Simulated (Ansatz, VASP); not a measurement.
## One calculation of FeCo3, two programs

```
Fe Co
1.0
     3.53570    0.00000    0.00000
     0.00000    3.53570    0.00000
     0.00000    0.00000    3.53570
Fe Co
1 3
Direct
  0.00000 0.00000 0.00000
  0.50000 0.50000 0.00000
  0.50000 0.00000 0.50000
  0.00000 0.50000 0.50000
```

Alike in both runs: task relaxation of cell and atoms; functional PBEsol; k mesh 12 × 12 × 12; occupations gaussian, width 0.1 eV; no spin polarisation.

```csv
,VASP,Ansatz
version,VASP 6.6.1,Ansatz 0.2.0
potentials or method,"VASP PAW PBE potentials, release 64 (Fe, Co), cutoff 600 eV","scalar-relativistic, plane waves, PAW"
valence electrons in the cell,35,67
```

|  | VASP | Ansatz | Ansatz less VASP |
| --- | --- | --- | --- |
| gap on the k mesh at the Fermi level, each at its own relaxed structure (eV) | none | none | - |
| relaxed volume (Å³/atom) | 9.84 | 9.87 | +0.033 |
| relaxed length of the cell vector where the two differ most in proportion (Å) | 3.401 | 3.405 | +0.0038 |

VASP's potentials were made for PBE, not for PBEsol. A gap of «none» marks a metal or a gap that the smearing closes. VASP's potentials hold 35 valence electrons a cell and Ansatz's 67, so a difference there can come from the potentials and not from the codes.
